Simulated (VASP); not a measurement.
Set up this calculation in VASP 6.6.1, as the native input.

| Property | Result |
| --- | --- |
| Task | single point |
| Functional | LDA |
| Potentials or basis | VASP PAW LDA potentials, release 64 (Ti_sv, O) |
| Cutoff | 520 eV |
| k mesh | 4 × 4 × 6 |
| Occupations | gaussian, width 0.01 eV |
| Spin | no spin polarisation |
| Dipole correction | no |
| Further INCAR settings | ALGO = Normal; EDIFF = 1e-06; NBANDS = 33 |

The structure of TiO2 lies in POSCAR:

```
TiO2
1.0
    4.5253159071      0.0000000000      0.0000000000
    0.0000000000      4.5253159071      0.0000000000
    0.0000000000      0.0000000000      2.9024602722
Ti O
2 4
Direct
    0.0000000000      0.0000000000      0.0000000000
    0.5000000000      0.5000000000      0.5000000000
    0.3034521062      0.3034521062      0.0000000000
    0.1965478938      0.8034521062      0.5000000000
    0.6965478938      0.6965478938      0.0000000000
    0.8034521062      0.1965478938      0.5000000000
```

This cell differs from its parent crystal: volume scaled by 0.985, then relaxed in part.

These files were run (other wordings do the same):

INCAR

```
ALGO = Normal
EDIFF = 1E-6
ENCUT = 520
GGA = CA
ISIF = 2
ISMEAR = 0
LASPH = T
LCHARG = F
LREAL = F
LWAVE = F
NBANDS = 33
NELM = 100
PREC = Accurate
SIGMA = 0.01
```

KPOINTS

```
k-points
0
Gamma
  4 4 6
```

Potentials or basis: VASP PAW LDA potentials, release 64 (Ti_sv, O).

Run with:

```console
$ cat potpaw_LDA.64/Ti_sv/POTCAR potpaw_LDA.64/O/POTCAR > POTCAR
$ mpirun -np 1 vasp_std > vasp.out
```

It gave:

```
Pressure               : 5.3 GPa
Largest force          : 0.038 eV/Å
Band gap on the k mesh : 1.84 eV, direct
```

Wall time 40 s on 1 thread of AMD EPYC 9R14 (Zen 4) (shared host), peak memory 0.14 GiB.
